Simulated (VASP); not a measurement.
# H9O4F in VASP: a series of runs

H9O4F is run at these levels: LDA; tasks: single point.

All numbers are computed with VASP 6.6.1; they aren't measurements. Logs are shortened: lines on timing, memory, paths and dates and some standing lists are left out, and cuts for length are marked.

## Step 1: The cell of the first run

The cell holds an amorphous packing of atoms, 14 atoms: a = 4.976 Å, b = 4.976 Å, c = 4.976 Å, α = 90.00°, β = 90.00°, γ = 90.00°.

## Step 2: Single point, LDA

The input, INCAR:

```
SYSTEM = H9O4F
PREC = Accurate
ENCUT = 520
EDIFF = 1E-6
ISMEAR = -1
SIGMA = 0.05
LREAL = .False.
LASPH = .True.
NELM = 60
ALGO = Normal
ISIF = 2
LWAVE = .False.
LCHARG = .False.
GGA = CA
NBANDS = 33
```

The input, KPOINTS:

```
Automatic mesh
0
Gamma
  1 1 1
  0 0 0
```

The input, POSCAR:

```
H9O4F
1.0
    4.9758840000      0.0000000000      0.0000000000
    0.0000000000      4.9758840000      0.0000000000
    0.0000000000      0.0000000000      4.9758840000
O H F
4 9 1
Direct
    0.6506582549      0.0102092412      0.8662380393
    0.4394997954      0.6874557365      0.4678163719
    0.8226076010      0.2922294812      0.3756518440
    0.1982562294      1.0033995969      1.1327635451
    0.7521276621      0.1494005889      0.9577795624
    0.7945723815     -0.1292031727      0.8191509288
    0.2972939080      0.6293756044      0.6004561200
    0.5138785390      0.8350275047      0.5793945357
    0.7181035571      0.1750040797      0.5160289106
    0.9893518418      0.1838065357      0.3125876729
    0.3590718755      1.0527576607      1.0152768835
    0.2921490935      0.8454377152      1.2377097215
    0.8456185876      0.4670727855      0.5454307215
    0.9040805614      0.5475007054      0.7557049160
```

Potentials or basis: VASP PAW LDA potentials, release 64 (O, H, F).

Started as:

```
$ cat potpaw_LDA.64/O/POTCAR potpaw_LDA.64/H/POTCAR potpaw_LDA.64/F/POTCAR > POTCAR
$ mpirun -np 1 vasp_gam > vasp.out
```

OUTCAR:

```text
SYSTEM = H9O4F
   PREC = Accurate
   ENCUT = 520
   EDIFF = 1E-6
   ISMEAR = -1
   LREAL = .False.
   LASPH = .True.
   NELM = 60
   ISIF = 2
   GGA = CA

 ion  position               nearest neighbor table
   1  0.651  0.010  0.866-   5 0.97   6 1.02
   2  0.439  0.687  0.468-   8 0.99   7 1.01
   3  0.823  0.292  0.376-  10 1.04   9 1.05  13 1.22
   4  0.198  0.003  0.133-  11 1.02  12 1.05
   5  0.752  0.149  0.958-   1 0.97
   6  0.795  0.871  0.819-   1 1.02
   7  0.297  0.629  0.600-   2 1.01
   8  0.514  0.835  0.579-   2 0.99
   9  0.718  0.175  0.516-   3 1.05
  10  0.989  0.184  0.313-   3 1.04
  11  0.359  0.053  0.015-   4 1.02
  12  0.292  0.845  0.238-   4 1.05
  13  0.846  0.467  0.545-  14 1.16   3 1.22
  14  0.904  0.548  0.756-  13 1.16

  LATTYP: Found a simple cubic cell.
 ALAT       =     4.9758840000

  Lattice vectors:

 A1 = (   4.9758840000,   0.0000000000,   0.0000000000)
 A2 = (   0.0000000000,   4.9758840000,   0.0000000000)
 A3 = (   0.0000000000,   0.0000000000,   4.9758840000)

Analysis of symmetry for initial positions (statically):
=====================================================================
 Subroutine PRICEL returns:
 Original cell was already a primitive cell.

 Routine SETGRP: Setting up the symmetry group for a
 simple cubic supercell.

 Subroutine GETGRP returns: Found  1 space group operations
 (whereof  1 operations were pure point group operations)
 out of a pool of 48 trial point group operations.

The static configuration has the point symmetry C_1 .

Analysis of symmetry for dynamics (positions and initial velocities):
=====================================================================
 Subroutine PRICEL returns:
 Original cell was already a primitive cell.

 Routine SETGRP: Setting up the symmetry group for a
 simple cubic supercell.

 Subroutine GETGRP returns: Found  1 space group operations
 (whereof  1 operations were pure point group operations)
 out of a pool of 48 trial point group operations.

The dynamic configuration has the point symmetry C_1 .
[... 105 lines left out ...]
   ISIF   =      2    stress and relaxation
   ISYM   =      2    0-nonsym 1-usesym 2-fastsym
   POTIM  = 0.5000    time-step for ionic-motion
   TEBEG  =    0.0;   TEEND  =   0.0 temperature during run
   PSTRESS=    0.0 pullay stress
   NELECT =      40.0000    total number of electrons
   NUPDOWN=      -1.0000    fix difference up-down
   EMIN   =  10.00;   EMAX   =-10.00  energy-range for DOS
   EFERMI =   0.00;   METHOD = LEGACY
   ISMEAR =    -1;   SIGMA  =   0.05  broadening in eV -4-tet -1-fermi 0-gaus
   EFERMI_NEDOS =   21; number of points for ismear=-14 and -15
   IALGO  =     38    algorithm
   IMIX   =      4    mixing-type and parameters
     AMIX     =   0.40;   BMIX     =  1.00
     AMIX_MAG =   1.60;   BMIX_MAG =  1.00
  volume/ion in A,a.u.               =       8.80        59.39
  Fermi-wavevector in a.u.,A,eV,Ry     =   1.125187  2.126295 17.225589  1.266045
  Thomas-Fermi vector in A             =   2.261862
   LORBIT       =      0    0 simple, 1 ext, 2 COOP (PROOUT), +10 PAW based schemes
   GGA     = CA    functional components
   LHFCALC =     F    Hartree Fock is set to
   AEXX    =    0.0000 exact exchange contribution
   IVDW    =     0    specifies the selected vdW correction
   LEPSILON=     F    determine dielectric tensor
   LRPA    =     F    only Hartree local field effects (RPA)
 non-spin polarized calculation
  energy-cutoff  :      520.00
  volume of cell :      123.20
 maximum number of plane-waves:      1644
 NGX is ok and might be reduce to    40
   NGX = 19   NGY = 19   NGZ = 19

 number of electron      39.9999996 magnetization

 Free energy of the ion-electron system (eV)
  ---------------------------------------------------
  ext. energy  EPLUGINS =         0.00000000
  ---------------------------------------------------
  free energy    TOTEN  =       -70.74334106 eV

  energy without entropy =      -70.74334106  energy(sigma->0) =      -70.74334106

 E-fermi :  -2.1013     XC(G=0):  -8.0170

 val. band max:       -3.2930582288   @ k =   0.0000   0.0000   0.0000
 cond. band min:       1.1872945891   @ k =   0.0000   0.0000   0.0000
 fundamental gap:      4.4803528179
 Fermi energy:        -2.1012653513

 k-point     1 :       0.0000    0.0000    0.0000
  band No.  band energies     occupation
      1     -24.1171      2.00000
      2     -22.2995      2.00000
      3     -21.8126      2.00000
      4     -21.6366      2.00000
      5     -20.1987      2.00000
      6     -10.5436      2.00000
[... 24 lines left out ...]
     31       9.4895      0.00000
     32      10.0704      0.00000
 [bands above 32 left out]

------------------------ aborting loop because EDIFF is reached ----------------------------------------

  FORCE on cell =-STRESS in cart. coord.  units (eV):
  Direction    XX          YY          ZZ          XY          YZ          ZX
  --------------------------------------------------------------------------------------
  -------------------------------------------------------------------------------------
  Total       -3.0968671     -1.4086210     -3.7795162      1.7424868      0.6313906      2.7229185
  in kB      -40.2737820    -18.3186730    -49.1514174     22.6604919      8.2110355     35.4106976
  external PRESSURE =     -35.9146241 kB  Pullay stress =       0.0000000 kB

 VOLUME and BASIS-vectors are now :
 -----------------------------------------------------------------------------
  energy-cutoff  :      520.00
  volume of cell :      123.20
      direct lattice vectors                 reciprocal lattice vectors
     4.975884000  0.000000000  0.000000000     0.200969315  0.000000000  0.000000000
     0.000000000  4.975884000  0.000000000     0.000000000  0.200969315  0.000000000
     0.000000000  0.000000000  4.975884000     0.000000000  0.000000000  0.200969315

 POSITION                                       TOTAL-FORCE (eV/Angst)
 -----------------------------------------------------------------------------------
      3.23760      0.05080      4.31030         0.730862     -0.737849     -1.536824
      2.18690      3.42070      2.32780        -0.941813      0.052465      1.238740
      4.09320      1.45410      1.86920        -1.034297     -1.502578      0.876156
      0.98650      0.01692      0.66062         1.001483     -0.480380      0.319507
      3.74250      0.74340      4.76580         0.392749      0.882844      0.441784
      3.95370      4.33298      4.07600        -0.588763     -0.303500      0.719101
      1.47930      3.13170      2.98780         0.202391     -0.147992     -0.768678
      2.55700      4.15500      2.88300         0.115117      0.009621     -0.236583
      3.57320      0.87080      2.56770         0.851384      0.694518     -1.191946
      4.92290      0.91460      1.55540         0.197334      0.104123     -0.195893
      1.78670      0.26252      0.07602        -1.019462     -0.170146      0.549242
      1.45370      4.20680      1.18282        -0.836445      0.955572     -0.124006
      4.20770      2.32410      2.71400         0.772998     -0.182137      0.385927
      4.49860      2.72430      3.76030         0.156462      0.825439     -0.476529
 -----------------------------------------------------------------------------------
    total drift:                               -0.000193     -0.000286     -0.000473

  FREE ENERGIE OF THE ION-ELECTRON SYSTEM (eV)
  ---------------------------------------------------
  free  energy   TOTEN  =       -70.7433410594 eV

  energy  without entropy=      -70.7433410593  energy(sigma->0) =      -70.74334106
```

OSZICAR:

```text
N       E                     dE             d eps       ncg     rms          rms(c)
DAV:   1     0.320793608029E+03    0.32079E+03   -0.22564E+04    66   0.113E+03
DAV:   2    -0.495026630981E+02   -0.37030E+03   -0.35712E+03    91   0.285E+02
DAV:   3    -0.766060635018E+02   -0.27103E+02   -0.26982E+02    83   0.845E+01
DAV:   4    -0.769226142187E+02   -0.31655E+00   -0.31634E+00    76   0.101E+01
DAV:   5    -0.769255085645E+02   -0.28943E-02   -0.28937E-02    92   0.940E-01    0.148E+01
DAV:   6    -0.710454275007E+02    0.58801E+01   -0.16124E+01    84   0.226E+01    0.541E+00
DAV:   7    -0.708629125449E+02    0.18251E+00   -0.71701E-01    76   0.445E+00    0.342E+00
DAV:   8    -0.707490631363E+02    0.11385E+00   -0.21392E-01    92   0.315E+00    0.676E-01
DAV:   9    -0.707415756346E+02    0.74875E-02   -0.21854E-02    84   0.103E+00    0.278E-01
DAV:  10    -0.707426003582E+02   -0.10247E-02   -0.83610E-03    76   0.561E-01    0.117E-01
DAV:  11    -0.707431806504E+02   -0.58029E-03   -0.39009E-04    84   0.163E-01    0.503E-02
DAV:  12    -0.707433292069E+02   -0.14856E-03   -0.18797E-04    84   0.858E-02    0.154E-02
DAV:  13    -0.707433388081E+02   -0.96012E-05   -0.17602E-05    92   0.373E-02    0.982E-03
DAV:  14    -0.707433410028E+02   -0.21947E-05   -0.43982E-06    84   0.158E-02    0.421E-03
DAV:  15    -0.707433410594E+02   -0.56571E-07   -0.25485E-06    84   0.108E-02
   1 F= -.70743341E+02 E0= -.70743341E+02  d E =-.110491E-09
```

stdout:

```text
POSCAR found type information on POSCAR O H F
 POSCAR found :  3 types and      14 ions
 scaLAPACK will be used
 LDA part: xc-table for (Slater(with rela. corr.)+CA(PZ))
 , standard interpolation
 POSCAR, INCAR and KPOINTS ok, starting setup
 FFT: planning ... GRIDC
 FFT: planning ... GRID_SOFT
 FFT: planning ... GRID
 WAVECAR not read
 entering main loop
```

Wall time 6.4 s (1 thread of Intel Xeon Platinum 8375C at 2.90GHz (Ice Lake), shared host); peak memory 0.17 GiB.

Results:

* Free energy: -70.7433 eV
* Pressure: -3.6 GPa
* Largest force: 2.024 eV/Å
* Band gap on the k mesh: 4.48 eV

Forces in eV/Å, atoms in the order of the input:
```
O    0.731 -0.738 -1.537
O   -0.942  0.052  1.239
O   -1.034 -1.503  0.876
O    1.001 -0.480  0.320
H    0.393  0.883  0.442
H   -0.589 -0.303  0.719
H    0.202 -0.148 -0.769
H    0.115  0.010 -0.237
H    0.851  0.695 -1.192
H    0.197  0.104 -0.196
H   -1.019 -0.170  0.549
H   -0.836  0.956 -0.124
H    0.773 -0.182  0.386
F    0.156  0.825 -0.477
```

Stress tensor (GPa, compression positive):
```
-4.03  2.27  3.54
 2.27 -1.83  0.82
 3.54  0.82 -4.92
```

Caveat: the k points lie up to 1.26 Å⁻¹ apart.

## Step 3: Single point, LDA

The input, INCAR:

```
PREC     = Accurate       # precision mode
ENCUT    = 520            # plane-wave cutoff, eV
EDIFF    = 1E-7           # SCF threshold, eV
ISMEAR   = -1             # smearing method
SIGMA    = 0.05           # smearing width, eV
LREAL    = F              # projectors in reciprocal space
LASPH    = T              # aspherical terms in the spheres
NELM     = 80             # most SCF steps
ALGO     = Normal         # electronic algorithm
ISIF     = 2              # what is computed and relaxed
LWAVE    = F              # write WAVECAR
LCHARG   = F              # write CHGCAR
NBANDS   = 33             # bands
```

The input, KPOINTS:

```
Automatic mesh
0
Gamma
  1 1 1
```

The input, POSCAR:

```
H9O4F
1.0
    4.9758840000      0.0000000000      0.0000000000
    0.0000000000      4.9758840000      0.0000000000
    0.0000000000      0.0000000000      4.9758840000
O H F
4 9 1
Direct
    0.6726844918     -0.0204385794      0.8435486036
    0.4486840931      0.7875786493      0.4554366621
    0.8213615912      0.2880895133      0.3410449279
    0.1679098629      0.9768716473      1.1450025764
    0.7050204547      0.1621219466      0.7976472120
    0.8278328032     -0.1675883119      0.8020283431
    0.5649649389      0.6842201305      0.3245654440
    0.5729233238      0.8156138688      0.6277075591
    0.6852249771      0.1439342235      0.3880114569
    1.0119809867      0.1158990041      0.2402588163
    0.1461247891      0.9684309361      0.9455003372
    0.3249271888      0.9598294494      1.2727185762
    0.8513663100      0.3984216674      0.5352415772
    0.8933287030      0.5322873282      0.7451942208
```

Potentials or basis: VASP PAW LDA potentials, release 64 (O, H, F).

Started as:

```
$ cat potpaw_LDA.64/O/POTCAR potpaw_LDA.64/H/POTCAR potpaw_LDA.64/F/POTCAR > POTCAR
$ mpirun -np 1 vasp_gam > vasp.out
```

It took 6.4 s on 1 thread of Intel Xeon Platinum 8375C at 2.90GHz (Ice Lake), shared host; peak memory 0.17 GiB.

It converged, with:

```
Free energy            : -69.9952 eV
Pressure               : -1.8 GPa
Largest force          : 3.726 eV/Å
Band gap on the k mesh : 4.69 eV
```

Forces on the atoms (eV/Å):
```
O    0.892 -2.997  0.818
O    2.272 -0.780 -0.187
O   -0.567 -1.538  0.620
O   -3.163  1.453 -1.330
H    0.742  1.562 -0.177
H   -1.072  0.753  0.530
H   -0.744  0.178  0.699
H   -1.470  0.572 -0.947
H    0.469  0.723 -0.492
H   -0.084  0.420 -0.264
H    0.949  0.081  1.103
H    1.204 -1.115  0.287
H    0.507  0.123 -0.669
F    0.065  0.565  0.009
```

Stress tensor (GPa, compression positive):
```
 0.79  2.33  4.53
 2.33 -5.04 -2.54
 4.53 -2.54 -1.28
```

Levels at points of the mesh, in eV from the valence-band top:
```tsv
k point	band 17	band 18	band 19	band 20	band 21	band 22	band 23	band 24
(0.00, 0.00, 0.00)	-0.76	-0.49	-0.37	0.00	4.69	8.13	9.44	9.65
```

Caveat: the k points lie up to 1.26 Å⁻¹ apart.

## Step 4: Single point, LDA

The input, INCAR:

```
SYSTEM = H9O4F
PREC = Accurate
ENCUT = 520
EDIFF = 1E-6
ISMEAR = -1
SIGMA = 0.05
LREAL = .False.
LASPH = .True.
NELM = 80
ALGO = Normal
ISIF = 2
LWAVE = .False.
LCHARG = .False.
NBANDS = 33
```

The input, KPOINTS:

```
regular mesh
0
Gamma
  1 1 1
  0 0 0
```

The input, POSCAR:

```
H9O4F
1.0
    4.9758840000      0.0000000000      0.0000000000
    0.0000000000      4.9758840000      0.0000000000
    0.0000000000      0.0000000000      4.9758840000
O H F
4 9 1
Direct
    0.6205731484     -0.0096063333      0.8633440812
    0.4771815420      0.8289984252      0.4155040592
    0.7884026235      0.2930132616      0.3108191429
    0.1507470833      1.0492607947      1.0650971767
    0.7800021062      0.0807896647      0.8021288278
    0.6913344443     -0.1706028517      0.9497407898
    0.4371484544      0.6475432305      0.3652215365
    0.5216962453      0.8426442417      0.6147852321
    0.8055252092      0.1273140612      0.3939199547
    0.9181082196      0.2185943241      0.1799479248
    0.2384701894      1.2095137266      1.0424680318
    0.2377266030      0.9731135211      1.2327457794
    0.8176838528      0.4507741740      0.5312422878
    0.8314301539      0.5639198985      0.7016240732
```

Started as:

```
$ cat potpaw_LDA.64/O/POTCAR potpaw_LDA.64/H/POTCAR potpaw_LDA.64/F/POTCAR > POTCAR
$ mpirun -np 1 vasp_gam > vasp.out
```

Wall time 6.7 s (1 thread of Intel Xeon Platinum 8375C at 2.90GHz (Ice Lake), shared host); peak memory 0.18 GiB.

Results (log left out):

* Free energy: -69.5436 eV
* Pressure: 6.8 GPa
* Largest force: 4.164 eV/Å
* Band gap on the k mesh: 4.50 eV

Forces in eV/Å, atoms in the order of the input:
```
O   -0.594  0.094  0.031
O   -0.664  0.570 -0.529
O   -1.022  2.646 -0.019
O   -2.511 -2.453  1.164
H    0.855  0.444 -0.116
H    0.198 -0.214  0.194
H    0.162 -0.896  0.031
H   -0.144  0.310 -0.197
H   -1.215 -3.263  2.285
H    1.293  0.360 -1.787
H    2.361  2.834 -0.929
H    0.643 -0.276 -0.138
H    0.205  0.246 -0.514
F    0.433 -0.401  0.525
```

Stress tensor (GPa, compression positive):
```
 5.62  2.64 -2.51
 2.64  9.27 -1.41
-2.51 -1.41  5.50
```

Levels at points of the mesh, in eV from the valence-band top:
```tsv
k point	band 17	band 18	band 19	band 20	band 21	band 22	band 23	band 24
(0.00, 0.00, 0.00)	-0.89	-0.37	-0.21	0.00	4.50	8.32	9.28	9.50
```

Caveat: the k points lie up to 1.26 Å⁻¹ apart.

## Step 5: Single point, LDA

This run uses another cell than the first one, of 9.11 Å³/atom, 1.036 times its volume.

The input, INCAR:

```
PREC = Accurate ; ENCUT = 520
EDIFF = 1E-7 ; ISMEAR = -1
SIGMA = 0.05 ; LREAL = False
LASPH = True ; NELM = 100
ALGO = Normal ; ISIF = 2
LWAVE = False ; LCHARG = False
NBANDS = 33
```

The input, KPOINTS:

```
Automatic mesh
0
Gamma
  1 1 1
```

The input, POSCAR:

```
H9O4F
1.0
    5.0341440000      0.0000000000      0.0000000000
    0.0000000000      5.0341440000      0.0000000000
    0.0000000000      0.0000000000      5.0341440000
O H F
4 9 1
Direct
    0.6565366426     -0.0574477011      0.8548821806
    0.4105762569      0.8332697674      0.4263485510
    0.8137232467      0.2593290935      0.2791735795
    0.1813019254      1.0981807433      1.0890034135
    0.7319218521      0.1017452024      0.7736767164
    0.7936205242     -0.1942534818      0.8171200506
    0.5722522041      0.8486845033      0.3151876466
    0.4611906215      0.7395894913      0.6038563855
    0.6795792890      0.2536677536      0.1526773966
    0.9968526923      0.2645136889      0.1780839007
    0.0461448858      0.9925222640      0.9926613144
    0.2336842172      0.9722407623      1.2315698558
    0.7961631610      0.4245607595      0.4444052455
    0.8051219830      0.5025481989      0.7094155431
```

Started as:

```
$ cat potpaw_LDA.64/O/POTCAR potpaw_LDA.64/H/POTCAR potpaw_LDA.64/F/POTCAR > POTCAR
$ mpirun -np 1 vasp_gam > vasp.out
```

Run time: 6.7 s. Hardware: 1 thread of Intel Xeon Platinum 8375C at 2.90GHz (Ice Lake), shared host; peak memory 0.17 GiB.

The run converged. Its results:

- Free energy: -69.5260 eV
- Pressure: 1.6 GPa
- Largest force: 4.854 eV/Å
- Band gap on the k mesh: 4.18 eV

Forces on the atoms (eV/Å):
```
O    0.919  0.340  1.237
O    0.466 -1.481  0.899
O    0.301  2.649  4.056
O    0.288 -0.081 -1.739
H   -0.472  0.772 -0.482
H   -0.521 -0.939 -0.309
H   -0.208 -0.056  0.390
H   -0.245  1.379 -1.835
H   -2.483 -0.055 -1.979
H    0.723 -0.855  0.155
H    0.256  0.257 -0.231
H    0.606 -0.299  1.057
H    0.056 -1.258  0.445
F    0.315 -0.374 -1.665
```

Stress tensor (GPa, compression positive):
```
 6.25 -3.17  0.58
-3.17  0.03  0.69
 0.58  0.69 -1.43
```

Levels at points of the mesh, in eV from the valence-band top:
```csv
k point,band 16,band 17,band 18,band 19,band 20,band 21,band 22,band 23,band 24,band 25
"(0.00, 0.00, 0.00)",-1.41,-1.21,-0.94,-0.53,0.00,4.18,8.30,8.80,9.39,9.81
```

Caveat: the k points lie up to 1.25 Å⁻¹ apart.
